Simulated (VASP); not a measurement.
# Ir (Fm-3m) in VASP: a series of runs

The runs below take Ir through single point, relaxation of cell and atoms, with PBE.

Program: VASP 6.6.1. These are calculated values, not measurements. Logs are shortened: lines on timing, memory, paths and dates and some standing lists are left out, and cuts for length are marked.

## (1) The cell of the first run

The structure is cubic, space group Fm-3m (No. 225). The conventional cell has a = 3.871 Å, b = 3.871 Å, c = 3.871 Å, α = 90.00°, β = 90.00°, γ = 90.00°. Ir (site symmetry m-3m) has 12 Ir at 2.74 Å within 3.6 Å.

## (2) Single point, PBE

Contents of INCAR:

```
  PREC = Accurate
  ENCUT = 520
  EDIFF = 1E-6
  ISMEAR = -1
  SIGMA = 0.05
  LREAL = False
  LASPH = True
  NELM = 80
  ALGO = Normal
  ISIF = 2
  LWAVE = False
  LCHARG = False
  GGA = PE
  NBANDS = 10
```

Contents of KPOINTS:

```
regular mesh
0
Gamma
  23 23 23
```

Contents of POSCAR:

```
Ir
1.0
    0.0000000000      1.9352590341      1.9352590341
    1.9352590341      0.0000000000      1.9352590341
    1.9352590341      1.9352590341      0.0000000000
Ir
1
Direct
    0.0000000000      0.0000000000      0.0000000000
```

Potentials or basis: VASP PAW PBE potentials, release 64 (Ir).

The run is started by

```sh
cat potpaw_PBE.64/Ir/POTCAR > POTCAR
mpirun -np 1 vasp_std > vasp.out
```

OUTCAR:

```text
PREC = Accurate
   ENCUT = 520
   EDIFF = 1E-6
   ISMEAR = -1
   LREAL = False
   LASPH = True
   NELM = 80
   ISIF = 2
   GGA = PE

 ion  position               nearest neighbor table
   1  0.000  0.000  0.000-

  LATTYP: Found a face centered cubic cell.
 ALAT       =     3.8705180682

  Lattice vectors:

 A1 = (   0.0000000000,   1.9352590341,   1.9352590341)
 A2 = (   1.9352590341,   0.0000000000,   1.9352590341)
 A3 = (   1.9352590341,   1.9352590341,   0.0000000000)

Analysis of symmetry for initial positions (statically):
=====================================================================
 Subroutine PRICEL returns:
 Original cell was already a primitive cell.

 Routine SETGRP: Setting up the symmetry group for a
 face centered cubic supercell.

 Subroutine GETGRP returns: Found 48 space group operations
 (whereof 48 operations were pure point group operations)
 out of a pool of 48 trial point group operations.

The static configuration has the point symmetry O_h .

Analysis of symmetry for dynamics (positions and initial velocities):
=====================================================================
 Subroutine PRICEL returns:
 Original cell was already a primitive cell.

 Routine SETGRP: Setting up the symmetry group for a
 face centered cubic supercell.

 Subroutine GETGRP returns: Found 48 space group operations
 (whereof 48 operations were pure point group operations)
 out of a pool of 48 trial point group operations.

The dynamic configuration has the point symmetry O_h .

 Subroutine INISYM returns: Found 48 space group operations
 (whereof 48 operations are pure point group operations),
 and found     1 'primitive' translations

----------------------------------------------------------------------------------------

                                     Primitive cell

  volume of cell :      14.4960

  direct lattice vectors                    reciprocal lattice vectors
     0.000000000  1.935259034  1.935259034    -0.258363346  0.258363346  0.258363346
     1.935259034  0.000000000  1.935259034     0.258363346 -0.258363346  0.258363346
     1.935259034  1.935259034  0.000000000     0.258363346  0.258363346 -0.258363346

  length of vectors
     2.736869573  2.736869573  2.736869573     0.447498443  0.447498443  0.447498443

  position of ions in fractional coordinates (direct lattice)
     0.000000000  0.000000000  0.000000000

[... 77 lines left out ...]
   EDIFFG = 0.1E-04   stopping-criterion for IOM
   NSW    =      0    number of steps for IOM
   IBRION =     -1    ionic relax: 0-MD 1-quasi-New 2-CG
   NFREE  =      0    steps in history (QN), initial steepest desc. (CG)
   ISIF   =      2    stress and relaxation
   ISYM   =      2    0-nonsym 1-usesym 2-fastsym
   POTIM  = 0.5000    time-step for ionic-motion
   TEBEG  =    0.0;   TEEND  =   0.0 temperature during run
   PSTRESS=    0.0 pullay stress
   NELECT =       9.0000    total number of electrons
   NUPDOWN=      -1.0000    fix difference up-down
   EMIN   =  10.00;   EMAX   =-10.00  energy-range for DOS
   EFERMI =   0.00;   METHOD = LEGACY
   ISMEAR =    -1;   SIGMA  =   0.05  broadening in eV -4-tet -1-fermi 0-gaus
   EFERMI_NEDOS =   21; number of points for ismear=-14 and -15
   IALGO  =     38    algorithm
   IMIX   =      4    mixing-type and parameters
     AMIX     =   0.40;   BMIX     =  1.00
     AMIX_MAG =   1.60;   BMIX_MAG =  1.00
  volume/ion in A,a.u.               =      14.50        97.82
  Fermi-wavevector in a.u.,A,eV,Ry     =   1.396604  2.639199 26.538195  1.950502
  Thomas-Fermi vector in A             =   2.519942
   LORBIT       =      0    0 simple, 1 ext, 2 COOP (PROOUT), +10 PAW based schemes
   GGA     = PE    functional components
   LHFCALC =     F    Hartree Fock is set to
   AEXX    =    0.0000 exact exchange contribution
   IVDW    =     0    specifies the selected vdW correction
   LEPSILON=     F    determine dielectric tensor
   LRPA    =     F    only Hartree local field effects (RPA)
 non-spin polarized calculation
  energy-cutoff  :      520.00
  volume of cell :       14.50
 maximum number of plane-waves:       398
   NGX = 11   NGY = 11   NGZ = 11

 number of electron       9.0000000 magnetization

 Free energy of the ion-electron system (eV)
  ---------------------------------------------------
  ext. energy  EPLUGINS =         0.00000000
  ---------------------------------------------------
  free energy    TOTEN  =        -8.85607365 eV

  energy without entropy =       -8.84950277  energy(sigma->0) =       -8.85278821

 E-fermi :   9.9597     XC(G=0): -13.8437

 val. band max:        9.9422269521   @ k =  -0.3478   0.3043   0.0000
 cond. band min:       9.9644617242   @ k =  -0.3043   0.3478   0.0435
 fundamental gap:      0.0222347721
 Fermi energy:         9.9596790828

 k-point     1 :       0.0000    0.0000    0.0000
  band No.  band energies     occupation
      1      -0.8703      2.00000
      2       6.2430      2.00000
      3       6.2430      2.00000
      4       6.2430      2.00000
      5       8.8289      2.00000
      6       8.8289      2.00000
      7      24.3599      0.00000
      8      29.8015      0.00000
      9      29.8015      0.00000
     10      29.8015      0.00000
[... 287 lines left out ...]
 k-point    24 :      -0.4783    0.0435    0.0000
  band No.  band energies     occupation
      1       2.2115      2.00000
      2       6.0826      2.00000
      3       6.2023      2.00000
      4       8.9139      2.00000
      5      10.8072      0.00000
      6      11.2786      0.00000
      7      16.9832      0.00000
      8      24.0374      0.00000
      9      29.3450      0.00000
     10      29.5594      0.00000

 [... further k-points ...]

------------------------ aborting loop because EDIFF is reached ----------------------------------------

  FORCE on cell =-STRESS in cart. coord.  units (eV):
  Direction    XX          YY          ZZ          XY          YZ          ZX
  --------------------------------------------------------------------------------------
  -------------------------------------------------------------------------------------
  Total        0.0449375      0.0449375      0.0449375     -0.0000000      0.0000000     -0.0000000
  in kB        4.9667507      4.9667507      4.9667507     -0.0000000      0.0000000     -0.0000000
  external PRESSURE =       4.9667507 kB  Pullay stress =       0.0000000 kB

 VOLUME and BASIS-vectors are now :
 -----------------------------------------------------------------------------
  energy-cutoff  :      520.00
  volume of cell :       14.50
      direct lattice vectors                 reciprocal lattice vectors
     0.000000000  1.935259034  1.935259034    -0.258363346  0.258363346  0.258363346
     1.935259034  0.000000000  1.935259034     0.258363346 -0.258363346  0.258363346
     1.935259034  1.935259034  0.000000000     0.258363346  0.258363346 -0.258363346

 POSITION                                       TOTAL-FORCE (eV/Angst)
 -----------------------------------------------------------------------------------
      0.00000      0.00000      0.00000         0.000000      0.000000      0.000000
 -----------------------------------------------------------------------------------
    total drift:                                0.000000      0.000000     -0.000000

  FREE ENERGIE OF THE ION-ELECTRON SYSTEM (eV)
  ---------------------------------------------------
  free  energy   TOTEN  =        -8.8560736520 eV

  energy  without entropy=       -8.8495027710  energy(sigma->0) =       -8.85278821
```

Run time: 55 s. Hardware: 1 thread of Intel Xeon 8259CL, shared host; peak memory 0.17 GiB.

What came out:

- Free energy: -8.8561 eV
- Pressure: 0.5 GPa
- Band gap on the k mesh: zero (an odd number of electrons rules out a gap without spin polarisation)

Caveat: spin-orbit coupling is left out, which moves the levels of the heavy elements.

(Continued in part 2 of 2.)
